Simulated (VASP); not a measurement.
# BN in VASP: further runs, part 2 of 2

VASP 6.6.1.

## (4) Single point, r2SCAN (uniaxial z strain +3.5%)

Contents of POSCAR:

```
BN
1.0
    2.5439500013      0.0000000000      0.0000000000
   -1.2719750007      2.2031253271      0.0000000000
    0.0000000000      0.0000000000      4.3546680915
B N
2 2
Direct
    0.3333333333      0.6666666667     -0.0007077894
    0.6666666667      0.3333333333      0.4992922106
    0.3333333333      0.6666666667      0.3757077894
    0.6666666667      0.3333333333      0.8757077894
```

Contents of INCAR.step1:

```
SYSTEM = BN
  PREC = Accurate
  ENCUT = 910
  ISMEAR = 0
  SIGMA = 0.01
  LREAL = .FALSE.
  LASPH = .TRUE.
  NELM = 120
  NBANDS = 16
  GGA = PE
  ALGO = Normal
  EDIFF = 1E-5
  LWAVE = .TRUE.
  LCHARG = .FALSE.
  GGA_COMPAT = .FALSE.
```

Contents of INCAR.step2:

```
SYSTEM = BN
  PREC = Accurate
  ENCUT = 910
  EDIFF = 1E-6
  ISMEAR = 0
  SIGMA = 0.01
  LREAL = .FALSE.
  LASPH = .TRUE.
  NELM = 120
  ALGO = Normal
  ISIF = 2
  LWAVE = .FALSE.
  LCHARG = .FALSE.
  METAGGA = R2SCAN
  LMIXTAU = .TRUE.
  NBANDS = 16
  ISTART = 1
  GGA_COMPAT = .FALSE.
```

Contents of KPOINTS:

```
regular mesh
0
G
  12 12 6
  0 0 0
```

Potentials or basis: VASP PAW PBE potentials, release 64 (B_h, N_h).

On the command line:

```console
cat potpaw_PBE.64/B_h/POTCAR potpaw_PBE.64/N_h/POTCAR > POTCAR
cp INCAR.step1 INCAR
mpirun -np 1 vasp_std > vasp.out
cp INCAR.step2 INCAR
mpirun -np 1 vasp_std > vasp.out
```

OUTCAR:

```text
SYSTEM = BN
   PREC = Accurate
   ENCUT = 910
   EDIFF = 1E-6
   ISMEAR = 0
   LREAL = .FALSE.
   LASPH = .TRUE.
   NELM = 120
   ISIF = 2
   METAGGA = R2SCAN
   ISTART = 1

 ion  position               nearest neighbor table
   1  0.333  0.667  0.999-
   2  0.667  0.333  0.499-
   3  0.333  0.667  0.376-
   4  0.667  0.333  0.876-

  LATTYP: Found a hexagonal cell.
 ALAT       =     2.5439500013
 C/A-ratio  =     1.7117742445

  Lattice vectors:

 A1 = (   2.5439500013,   0.0000000000,   0.0000000000)
 A2 = (  -1.2719750007,   2.2031253271,   0.0000000000)
 A3 = (   0.0000000000,   0.0000000000,   4.3546680915)

Analysis of symmetry for initial positions (statically):
=====================================================================
 Subroutine PRICEL returns:
 Original cell was already a primitive cell.

 Routine SETGRP: Setting up the symmetry group for a
 hexagonal supercell.

 Subroutine GETGRP returns: Found 12 space group operations
 (whereof  6 operations were pure point group operations)
 out of a pool of 24 trial point group operations.

The static configuration has the point symmetry C_3v.
 The point group associated with its full space group is C_6v.

Analysis of symmetry for dynamics (positions and initial velocities):
=====================================================================
 Subroutine PRICEL returns:
 Original cell was already a primitive cell.

 Routine SETGRP: Setting up the symmetry group for a
 hexagonal supercell.

 Subroutine GETGRP returns: Found 12 space group operations
 (whereof  6 operations were pure point group operations)
 out of a pool of 24 trial point group operations.

The dynamic configuration has the point symmetry C_3v.
 The point group associated with its full space group is C_6v.

 Subroutine INISYM returns: Found 12 space group operations
 (whereof  6 operations are pure point group operations),
 and found     1 'primitive' translations

----------------------------------------------------------------------------------------

                                     Primitive cell

  volume of cell :      24.4063

  direct lattice vectors                    reciprocal lattice vectors
     2.543950001  0.000000000  0.000000000     0.393089487  0.226950321  0.000000000
    -1.271975001  2.203125327  0.000000000     0.000000000  0.453900642  0.000000000
     0.000000000  0.000000000  4.354668091     0.000000000  0.000000000  0.229638627

  length of vectors
     2.543950001  2.543950001  4.354668091     0.453900642  0.453900642  0.229638627

  position of ions in fractional coordinates (direct lattice)
     0.333333333  0.666666667  0.999292211
     0.666666667  0.333333333  0.499292211
     0.333333333  0.666666667  0.375707789
     0.666666667  0.333333333  0.875707789

  ion indices of the primitive-cell ions
   primitive index   ion index
                 1           1
                 2           2
                 3           3
                 4           4

[... 19 lines left out ...]
     0.000000000  0.000000000  0.000000000

 Subroutine IBZKPT returns following result:
 ===========================================

 Found     76 irreducible k-points:

 Following reciprocal coordinates:
            Coordinates               Weight
  0.000000  0.000000  0.000000      1.000000
  0.083333 -0.000000  0.000000      6.000000
  0.166667 -0.000000  0.000000      6.000000
  0.250000 -0.000000  0.000000      6.000000
  0.333333 -0.000000  0.000000      6.000000
  0.416667  0.000000  0.000000      6.000000
[... 16 lines left out ...]
  0.250000 -0.000000  0.166667     12.000000
  0.333333 -0.000000  0.166667     12.000000
 [... further k-points ...]
   k-points           NKPTS =     76   k-points in BZ     NKDIM =     76   number of bands    NBANDS=     16
   number of dos      NEDOS =    301   number of ions     NIONS =      4
   total plane-waves  NPLWV =  37632
   dimension x,y,z NGX =    28 NGY =   28 NGZ =   48
   dimension x,y,z NGXF=    56 NGYF=   56 NGZF=   96
   ions per type =               2   2
   NGX,Y,Z   is equivalent  to a cutoff of  18.30, 18.30, 18.32 a.u.
   NGXF,Y,Z  is equivalent  to a cutoff of  36.60, 36.60, 36.65 a.u.
 SYSTEM =  BN
   PREC   = accura    normal or accurate (medium, high low for compatibility)
   ISTART =      1    job   : 0-new  1-cont  2-samecut
   ICHARG =      0    charge: 1-file 2-atom 10-const
   ISPIN  =      1    spin polarized calculation?
   LNONCOLLINEAR =      F non collinear calculations
   LSORBIT =      F    spin-orbit coupling
   LASPH  =      T    aspherical Exc in radial PAW
   ENCUT  =  910.0 eV  66.88 Ry    8.18 a.u.   6.26  6.26 10.71*2*pi/ulx,y,z
   NELM   =    120;   NELMIN=  2; NELMDL=  0     # of ELM steps
   EDIFF  = 0.1E-05   stopping-criterion for ELM
   LREAL  =      F    real-space projection
   EDIFFG = 0.1E-04   stopping-criterion for IOM
   NSW    =      0    number of steps for IOM
   IBRION =     -1    ionic relax: 0-MD 1-quasi-New 2-CG
   NFREE  =      0    steps in history (QN), initial steepest desc. (CG)
   ISIF   =      2    stress and relaxation
   ISYM   =      2    0-nonsym 1-usesym 2-fastsym
   POTIM  = 0.5000    time-step for ionic-motion
   TEBEG  =    0.0;   TEEND  =   0.0 temperature during run
   PSTRESS=    0.0 pullay stress
   NELECT =      16.0000    total number of electrons
   NUPDOWN=      -1.0000    fix difference up-down
   EMIN   =  10.00;   EMAX   =-10.00  energy-range for DOS
   EFERMI =   0.00;   METHOD = LEGACY
   ISMEAR =     0;   SIGMA  =   0.01  broadening in eV -4-tet -1-fermi 0-gaus
   EFERMI_NEDOS =   21; number of points for ismear=-14 and -15
   IALGO  =     38    algorithm
   IMIX   =      4    mixing-type and parameters
     AMIX     =   0.40;   BMIX     =  1.00
     AMIX_MAG =   1.60;   BMIX_MAG =  1.00
  volume/ion in A,a.u.               =       6.10        41.18
  Fermi-wavevector in a.u.,A,eV,Ry     =   1.422156  2.687485 27.518157  2.022527
  Thomas-Fermi vector in A             =   2.542890
   LORBIT       =      0    0 simple, 1 ext, 2 COOP (PROOUT), +10 PAW based schemes
   METAGGA = R2SCAN    functional components
   LHFCALC =     F    Hartree Fock is set to
   AEXX    =    0.0000 exact exchange contribution
   IVDW    =     0    specifies the selected vdW correction
   LEPSILON=     F    determine dielectric tensor
   LRPA    =     F    only Hartree local field effects (RPA)
 non-spin polarized calculation
 Gauss-broadening in eV      SIGMA  =   0.01
  energy-cutoff  :      910.00
  volume of cell :       24.41
 maximum number of plane-waves:      1539
 NGX is ok and might be reduce to    28
   NGX = 13   NGY = 13   NGZ = 21

 number of electron      16.0000000 magnetization

 Free energy of the ion-electron system (eV)
  ---------------------------------------------------
  ext. energy  EPLUGINS =         0.00000000
  ---------------------------------------------------
  free energy    TOTEN  =       -38.23439600 eV

  energy without entropy =      -38.23439600  energy(sigma->0) =      -38.23439600

 E-fermi :   8.7619     XC(G=0): -13.5738

 val. band max:        8.6234949486   @ k =   0.0000   0.0000   0.0000
 cond. band min:      14.4036723222   @ k =   0.3333   0.3333   0.0000
 fundamental gap:      5.7801773736
 Fermi energy:         8.7618827182

 k-point     1 :       0.0000    0.0000    0.0000
  band No.  band energies     occupation
      1     -12.4640      2.00000
      2      -8.6920      2.00000
      3      -2.3931      2.00000
      4       6.7564      2.00000
      5       6.7564      2.00000
      6       8.3372      2.00000
[... 433 lines left out ...]
      3      -0.1912      2.00000
      4       1.1403      2.00000
      5       2.3889      2.00000
      6       4.5019      2.00000
[... 8 lines left out ...]
     15      25.5101      0.00000
     16      25.5560      0.00000

 [... further k-points ...]

------------------------ aborting loop because EDIFF is reached ----------------------------------------

  FORCE on cell =-STRESS in cart. coord.  units (eV):
  Direction    XX          YY          ZZ          XY          YZ          ZX
  --------------------------------------------------------------------------------------
  -------------------------------------------------------------------------------------
  Total       -0.3579821     -0.3579821     -4.9482111      0.0000000      0.0000000      0.0000000
  in kB      -23.5000629    -23.5000629   -324.8298776      0.0000000      0.0000000      0.0000000
  external PRESSURE =    -123.9433344 kB  Pullay stress =       0.0000000 kB

 VOLUME and BASIS-vectors are now :
 -----------------------------------------------------------------------------
  energy-cutoff  :      910.00
  volume of cell :       24.41
      direct lattice vectors                 reciprocal lattice vectors
     2.543950001  0.000000000  0.000000000     0.393089487  0.226950321  0.000000000
    -1.271975001  2.203125327  0.000000000     0.000000000  0.453900642  0.000000000
     0.000000000  0.000000000  4.354668091     0.000000000  0.000000000  0.229638627

 POSITION                                       TOTAL-FORCE (eV/Angst)
 -----------------------------------------------------------------------------------
     -0.00000      1.46875      4.35159         0.000000      0.000000     -0.002153
      1.27198      0.73438      2.17425        -0.000000     -0.000000     -0.002153
     -0.00000      1.46875      1.63608         0.000000      0.000000      0.002153
      1.27198      0.73438      3.81342        -0.000000     -0.000000      0.002153
 -----------------------------------------------------------------------------------
    total drift:                               -0.000000      0.000000     -0.007277

  FREE ENERGIE OF THE ION-ELECTRON SYSTEM (eV)
  ---------------------------------------------------
  free  energy   TOTEN  =       -38.2343960010 eV

  energy  without entropy=      -38.2343960010  energy(sigma->0) =      -38.23439600
```

Run time: 1.9 min. Hardware: 1 thread of Intel Xeon 6975P-C (Granite Rapids), shared host; peak memory 0.21 GiB.

Results:

| Quantity | Value |
| --- | --- |
| Free energy | -38.2344 eV |
| Pressure | -12.4 GPa |
| Band gap on the k mesh | 5.78 eV, indirect (least direct gap 7.91 eV) |

Forces in eV/Å, atoms in the order of the input:
```
B    0.000  0.000 -0.002
B    0.000  0.000 -0.002
N    0.000  0.000  0.002
N    0.000  0.000  0.002
```

Stress tensor (GPa, compression positive):
```
 -2.35   0.00   0.00
  0.00  -2.35   0.00
  0.00   0.00 -32.48
```

Levels at points of the mesh, in eV from the valence-band top:
```
           k point  band 4  band 5  band 6  band 7  band 8  band 9  band 10  band 11  band 12  band 13
(0.00, 0.00, 0.00)   -1.87   -1.87   -0.29    0.00    0.00    7.91     9.32     9.32    10.50    11.53
(0.50, 0.00, 0.00)   -8.25   -6.86   -4.82   -4.20   -2.27    7.54     8.31    11.58    11.82    12.77
(0.00, 0.00, 0.50)   -6.05   -1.02   -1.02   -1.02   -1.02   10.40    10.40    10.76    10.76    10.76
(0.50, 0.00, 0.50)  -10.14   -3.72   -3.72   -3.69   -3.69    6.94     6.94    10.34    10.34    15.11
```

Caveat: the cell differs from its parent crystal (uniaxial z strain +3.5%); the cutoff is under 1.25 times the usual one of these potentials, so pressure, stress and relaxed cells hold a basis-set (Pulay) error; the PAW data sets were made with another functional, which shifts forces and pressure a little.

## (5) The runs side by side

```tsv
level	potentials or basis	cell	k mesh	cutoff (eV)	smearing	grid for exact exchange (PRECFOCK)	screening parameter	second run	gap on the mesh (eV)	pressure (GPa)	largest force (eV/Å)
HSE06	VASP PAW PBE potentials, release 64 (B, N)	a = 2.544, b = 2.544, c = 4.355 Å, angles 90.0, 90.0, 120.0°, 4 atoms	9 × 9 × 4	520	gaussian 0.01 eV	Normal	0.2079 1/Å	-	6.57	-15.8	0.04
PBE	VASP PAW PBE potentials, release 64 (B, N)	a = 2.545, b = 2.493, c = 4.208 Å, angles 90.0, 90.0, 118.0°, 4 atoms	12 × 12 × 6	520	fermi-dirac 0.02 eV	-	-	-	5.01	5.5	0.04
r2SCAN	VASP PAW PBE potentials, release 64 (B_h, N_h)	a = 2.544, b = 2.544, c = 4.355 Å, angles 90.0, 90.0, 120.0°, 4 atoms	12 × 12 × 6	910	gaussian 0.01 eV	-	-	hard_potentials	5.78	-12.4	-
```

Alike in all rows: task single point; no spin polarisation.

Caveats: the PAW data sets were made with another functional, which shifts forces and pressure a little (some runs); the cutoff is under 1.25 times the usual one of these potentials, so pressure, stress and relaxed cells hold a basis-set (Pulay) error (some runs).

Total energies depend on the potentials used, so only differences within one code and one set of settings carry meaning.
